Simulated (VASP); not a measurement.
# Ge in VASP: a series of runs

The runs below take Ge through single point, with PBEsol.

Program: VASP 6.6.1. These are calculated values, not measurements. Logs are shortened: lines on timing, memory, paths and dates and some standing lists are left out, and cuts for length are marked.

### 1 The cell of the first run

The cell holds a slab with vacuum, 10 atoms: a = 3.997 Å, b = 3.997 Å, c = 36.023 Å, α = 90.00°, β = 90.00°, γ = 120.00°.

### 2 Single point, PBEsol

INCAR

```
SYSTEM = Ge
  PREC = Accurate
  ENCUT = 520
  EDIFF = 1E-6
  ISMEAR = 0
  SIGMA = 0.1
  LREAL = .False.
  LASPH = .True.
  NELM = 100
  ALGO = Normal
  ISIF = 2
  LWAVE = .False.
  LCHARG = .False.
  LDIPOL = .True.
  IDIPOL = 3
  DIPOL = 0.5 0.5 0.500
  GGA = PS
  NBANDS = 81
```

KPOINTS

```
regular mesh
0
Gamma
  9 9 1
  0 0 0
```

POSCAR

```
Ge
1.0
    3.9969678635      0.0000000000      0.0000000000
   -1.9984839317      3.4614757079      0.0000000000
    0.0000000000      0.0000000000     36.0227094328
Ge
10
Direct
    0.6666666667      0.3333333333      0.3053629273
    0.3333333333      0.6666666667      0.3284033695
    0.3333333333      0.6666666667      0.3969213531
    0.6666666667      0.3333333333      0.4199617953
    0.6666666667      0.3333333333      0.4884797789
    0.3333333333      0.6666666667      0.5115202211
    0.3333333333      0.6666666667      0.5800382047
    0.6666666667      0.3333333333      0.6030786469
    0.6666666667      0.3333333333      0.6715966305
    0.3333333333      0.6666666667      0.6946370727
```

Potentials or basis: VASP PAW PBE potentials, release 64 (Ge_d).

Launch:

```
$ cat potpaw_PBE.64/Ge_d/POTCAR > POTCAR
$ mpirun -np 1 vasp_std > vasp.out
```

OUTCAR:

```text
SYSTEM = Ge
   PREC = Accurate
   ENCUT = 520
   EDIFF = 1E-6
   ISMEAR = 0
   LREAL = .False.
   LASPH = .True.
   NELM = 100
   ISIF = 2
   GGA = PS

 ion  position               nearest neighbor table
   1  0.667  0.333  0.305-   2 2.45   2 2.45   2 2.45
   2  0.333  0.667  0.328-   1 2.45   1 2.45   1 2.45   3 2.47
   3  0.333  0.667  0.397-   4 2.45   4 2.45   4 2.45   2 2.47
   4  0.667  0.333  0.420-   3 2.45   3 2.45   3 2.45   5 2.47
   5  0.667  0.333  0.488-   6 2.45   6 2.45   6 2.45   4 2.47
   6  0.333  0.667  0.512-   5 2.45   5 2.45   5 2.45   7 2.47
   7  0.333  0.667  0.580-   8 2.45   8 2.45   8 2.45   6 2.47
   8  0.667  0.333  0.603-   7 2.45   7 2.45   7 2.45   9 2.47
   9  0.667  0.333  0.672-  10 2.45  10 2.45  10 2.45   8 2.47
  10  0.333  0.667  0.695-   9 2.45   9 2.45   9 2.45

  LATTYP: Found a hexagonal cell.
 ALAT       =     3.9969678635
 C/A-ratio  =     9.0125091477

  Lattice vectors:

 A1 = (   3.9969678635,   0.0000000000,   0.0000000000)
 A2 = (  -1.9984839317,   3.4614757079,   0.0000000000)
 A3 = (   0.0000000000,   0.0000000000,  36.0227094328)

Analysis of symmetry for initial positions (statically):
=====================================================================
 Subroutine PRICEL returns:
 Original cell was already a primitive cell.

 Routine SETGRP: Setting up the symmetry group for a
 hexagonal supercell.

 Subroutine GETGRP returns: Found 12 space group operations
 (whereof 12 operations were pure point group operations)
 out of a pool of 24 trial point group operations.

The static configuration has the point symmetry D_3d.

Analysis of symmetry for dynamics (positions and initial velocities):
=====================================================================
 Subroutine PRICEL returns:
 Original cell was already a primitive cell.

 Routine SETGRP: Setting up the symmetry group for a
 hexagonal supercell.

 Subroutine GETGRP returns: Found 12 space group operations
 (whereof 12 operations were pure point group operations)
 out of a pool of 24 trial point group operations.

The dynamic configuration has the point symmetry D_3d.

 Subroutine INISYM returns: Found 12 space group operations
 (whereof 12 operations are pure point group operations),
 and found     1 'primitive' translations

----------------------------------------------------------------------------------------

                                     Primitive cell

  volume of cell :     498.3889

  direct lattice vectors                    reciprocal lattice vectors
     3.996967864  0.000000000  0.000000000     0.250189652  0.144447063  0.000000000
    -1.998483932  3.461475708  0.000000000     0.000000000  0.288894126  0.000000000
     0.000000000  0.000000000 36.022709433     0.000000000  0.000000000  0.027760266

  length of vectors
     3.996967864  3.996967863 36.022709433     0.288894126  0.288894126  0.027760266

  position of ions in fractional coordinates (direct lattice)
     0.666666667  0.333333333  0.305362927
     0.333333333  0.666666667  0.328403370
     0.333333333  0.666666667  0.396921353
     0.666666667  0.333333333  0.419961795
     0.666666667  0.333333333  0.488479779
     0.333333333  0.666666667  0.511520221
     0.333333333  0.666666667  0.580038205
     0.666666667  0.333333333  0.603078647
     0.666666667  0.333333333  0.671596630
     0.333333333  0.666666667  0.694637073

  ion indices of the primitive-cell ions
   primitive index   ion index
                 1           1
                 2           2
                 3           3
                 4           4
                 5           5
                 6           6
                 7           7
                 8           8
                 9           9
                10          10

----------------------------------------------------------------------------------------

 KPOINTS: regular mesh

Automatic generation of k-mesh.
 Grid dimensions read from file:
 generate k-points for:    9    9    1

 Generating k-lattice:

  Cartesian coordinates                     Fractional coordinates (reciprocal lattice)
     0.027798850  0.016049674  0.000000000     0.111111111 -0.000000000  0.000000000
     0.000000000  0.032099347  0.000000000     0.000000000  0.111111111  0.000000000
     0.000000000  0.000000000  0.027760266     0.000000000  0.000000000  1.000000000

  Length of vectors
     0.032099347  0.032099347  0.027760266

  Shift w.r.t. Gamma in fractional coordinates (k-lattice)
     0.000000000  0.000000000  0.000000000

 Subroutine IBZKPT returns following result:
 ===========================================

 Found     12 irreducible k-points:

 Following reciprocal coordinates:
            Coordinates               Weight
  0.000000  0.000000  0.000000      1.000000
  0.111111 -0.000000  0.000000      6.000000
  0.222222 -0.000000  0.000000      6.000000
  0.333333 -0.000000  0.000000      6.000000
  0.444444 -0.000000  0.000000      6.000000
  0.111111  0.111111  0.000000      6.000000
  0.222222  0.111111  0.000000     12.000000
  0.333333  0.111111  0.000000     12.000000
  0.444444  0.111111  0.000000      6.000000
  0.222222  0.222222  0.000000      6.000000
  0.333333  0.222222  0.000000     12.000000
  0.333333  0.333333  0.000000      2.000000
   k-points           NKPTS =     12   k-points in BZ     NKDIM =     12   number of bands    NBANDS=     81
   number of dos      NEDOS =    301   number of ions     NIONS =     10
   total plane-waves  NPLWV = 243000
   dimension x,y,z NGX =    30 NGY =   30 NGZ =  270
   dimension x,y,z NGXF=    60 NGYF=   60 NGZF=  540
   ions per type =              10
   NGX,Y,Z   is equivalent  to a cutoff of  12.48, 12.48, 12.46 a.u.
   NGXF,Y,Z  is equivalent  to a cutoff of  24.96, 24.96, 24.92 a.u.
 SYSTEM =  Ge
   PREC   = accura    normal or accurate (medium, high low for compatibility)
   ISTART =      0    job   : 0-new  1-cont  2-samecut
   ICHARG =      2    charge: 1-file 2-atom 10-const
   ISPIN  =      1    spin polarized calculation?
   LNONCOLLINEAR =      F non collinear calculations
   LSORBIT =      F    spin-orbit coupling
   LASPH  =      T    aspherical Exc in radial PAW
   ENCUT  =  520.0 eV  38.22 Ry    6.18 a.u.   7.43  7.43 66.98*2*pi/ulx,y,z
   NELM   =    100;   NELMIN=  2; NELMDL= -5     # of ELM steps
   EDIFF  = 0.1E-05   stopping-criterion for ELM
   LREAL  =      F    real-space projection
   EDIFFG = 0.1E-04   stopping-criterion for IOM
   NSW    =      0    number of steps for IOM
   IBRION =     -1    ionic relax: 0-MD 1-quasi-New 2-CG
   NFREE  =      0    steps in history (QN), initial steepest desc. (CG)
   ISIF   =      2    stress and relaxation
   ISYM   =      2    0-nonsym 1-usesym 2-fastsym
   POTIM  = 0.5000    time-step for ionic-motion
   TEBEG  =    0.0;   TEEND  =   0.0 temperature during run
   PSTRESS=    0.0 pullay stress
   NELECT =     140.0000    total number of electrons
   NUPDOWN=      -1.0000    fix difference up-down
   EMIN   =  10.00;   EMAX   =-10.00  energy-range for DOS
   EFERMI =   0.00;   METHOD = LEGACY
   ISMEAR =     0;   SIGMA  =   0.10  broadening in eV -4-tet -1-fermi 0-gaus
   EFERMI_NEDOS =   21; number of points for ismear=-14 and -15
   IALGO  =     38    algorithm
   IMIX   =      4    mixing-type and parameters
     AMIX     =   0.40;   BMIX     =  1.00
     AMIX_MAG =   1.60;   BMIX_MAG =  1.00
  volume/ion in A,a.u.               =      49.84       336.33
  Fermi-wavevector in a.u.,A,eV,Ry     =   1.072164  2.026097 15.640395  1.149537
  Thomas-Fermi vector in A             =   2.207926
   LORBIT       =      0    0 simple, 1 ext, 2 COOP (PROOUT), +10 PAW based schemes
   GGA     = PS    functional components
   LHFCALC =     F    Hartree Fock is set to
   AEXX    =    0.0000 exact exchange contribution
   IVDW    =     0    specifies the selected vdW correction
   LEPSILON=     F    determine dielectric tensor
   LRPA    =     F    only Hartree local field effects (RPA)
 non-spin polarized calculation
 Gauss-broadening in eV      SIGMA  =   0.10
  energy-cutoff  :      520.00
  volume of cell :      498.39
 maximum number of plane-waves:     13543
 NGX is ok and might be reduce to    30
   NGX = 15   NGY = 15   NGZ =133

 dipolmoment           0.000000      0.000000     -0.000000 electrons x Angstroem

 number of electron     140.0000114 magnetization

 dipolmoment           0.000000      0.000000      0.000000 electrons x Angstroem

 Free energy of the ion-electron system (eV)
  ---------------------------------------------------
  ext. energy  EPLUGINS =         0.00000000
  ---------------------------------------------------
  free energy    TOTEN  =       -47.02382307 eV

  energy without entropy =      -46.98363404  energy(sigma->0) =      -47.00372855

 E-fermi :  -0.5535     XC(G=0):  -5.0111

 val. band max:       -0.5619642687   @ k =   0.2222   0.2222   0.0000
 cond. band min:      -0.5421824405   @ k =   0.2222   0.2222   0.0000
 fundamental gap:      0.0197818282
 Fermi energy:        -0.5534702200

 k-point     1 :       0.0000    0.0000    0.0000
  band No.  band energies     occupation
      1     -25.2162      2.00000
      2     -25.2162      2.00000
      3     -25.1583      2.00000
      4     -25.1523      2.00000
      5     -25.1523      2.00000
      6     -25.1488      2.00000
[... 73 lines left out ...]
     80       2.7261      0.00000
     81       3.0901      0.00000

 k-point     2 :       0.1111   -0.0000    0.0000
  band No.  band energies     occupation
      1     -25.2199      2.00000
      2     -25.2192      2.00000
      3     -25.1662      2.00000
      4     -25.1511      2.00000
      5     -25.1491      2.00000
      6     -25.1457      2.00000
[... 832 lines left out ...]
 k-point    12 :       0.3333    0.3333    0.0000
  band No.  band energies     occupation
      1     -25.2478      2.00000
      2     -25.2084      2.00000
      3     -25.2084      2.00000
      4     -25.1678      2.00000
      5     -25.1666      2.00000
      6     -25.1215      2.00000
[... 73 lines left out ...]
     80       4.9655      0.00000
     81       5.2293      0.00000

------------------------ aborting loop because EDIFF is reached ----------------------------------------

 vacuum level on the upper side and lower side of the slab       (xc-potential included)        -0.068        -0.068

  FORCE on cell =-STRESS in cart. coord.  units (eV):
  Direction    XX          YY          ZZ          XY          YZ          ZX
  --------------------------------------------------------------------------------------
  -------------------------------------------------------------------------------------
  Total       -0.0234752     -0.0234752      1.0259300     -0.0000000      0.0000000      0.0000000
  in kB       -0.0754661     -0.0754661      3.2980708     -0.0000000      0.0000000      0.0000000
  external PRESSURE =       1.0490462 kB  Pullay stress =       0.0000000 kB

 VOLUME and BASIS-vectors are now :
 -----------------------------------------------------------------------------
  energy-cutoff  :      520.00
  volume of cell :      498.39
      direct lattice vectors                 reciprocal lattice vectors
     3.996967864  0.000000000  0.000000000     0.250189652  0.144447063  0.000000000
    -1.998483932  3.461475708  0.000000000     0.000000000  0.288894126  0.000000000
     0.000000000  0.000000000 36.022709433     0.000000000  0.000000000  0.027760266

 POSITION                                       TOTAL-FORCE (eV/Angst)
 -----------------------------------------------------------------------------------
      1.99848      1.15383     11.00000        -0.000000      0.000000      0.040640
     -0.00000      2.30765     11.82998         0.000000     -0.000000     -0.213201
     -0.00000      2.30765     14.29818        -0.000000      0.000000      0.092573
      1.99848      1.15383     15.12816        -0.000000      0.000000      0.068751
      1.99848      1.15383     17.59637        -0.000000      0.000000     -0.125170
     -0.00000      2.30765     18.42634         0.000000     -0.000000      0.125170
     -0.00000      2.30765     20.89455        -0.000000      0.000000     -0.068751
      1.99848      1.15383     21.72453         0.000000      0.000000     -0.092573
      1.99848      1.15383     24.19273         0.000000      0.000000      0.213201
     -0.00000      2.30765     25.02271         0.000000     -0.000000     -0.040640
 -----------------------------------------------------------------------------------
    total drift:                               -0.000000      0.000000      0.000000

  FREE ENERGIE OF THE ION-ELECTRON SYSTEM (eV)
  ---------------------------------------------------
  free  energy   TOTEN  =       -47.0238230665 eV

  energy  without entropy=      -46.9836340398  energy(sigma->0) =      -47.00372855

 vacuum level on the upper side and lower side of the slab         4.107         4.107
```

It took 16 min on 1 thread of Intel Xeon Platinum 8375C at 2.90GHz (Ice Lake), shared host; peak memory 0.71 GiB.

What came out:

```yaml
Free_energy: -47.0238 eV
Largest_force: 0.213 eV/Å
Band_gap_on_the_k_mesh: zero (bands 70 and 71 overlap by 0.58 eV)
```

Forces on the atoms (eV/Å):
```
Ge   0.000  0.000  0.041
Ge   0.000  0.000 -0.213
Ge   0.000  0.000  0.093
Ge   0.000  0.000  0.069
Ge   0.000  0.000 -0.125
Ge   0.000  0.000  0.125
Ge   0.000  0.000 -0.069
Ge   0.000  0.000 -0.093
Ge   0.000  0.000  0.213
Ge   0.000  0.000 -0.041
```

Levels at points of the mesh, in eV from the Fermi level:
```csv
k point,band 68,band 69,band 70,band 71,band 72,band 73
"(0.00, 0.00, 0.00)",0.15,0.22,0.36,0.36,0.57,0.92
```

Caveat: the PAW data sets were made with another functional, which shifts forces and pressure a little.

[end of part 1 of 2]

The gap in the log of VASP goes by the Fermi energy; the results here count the filled bands.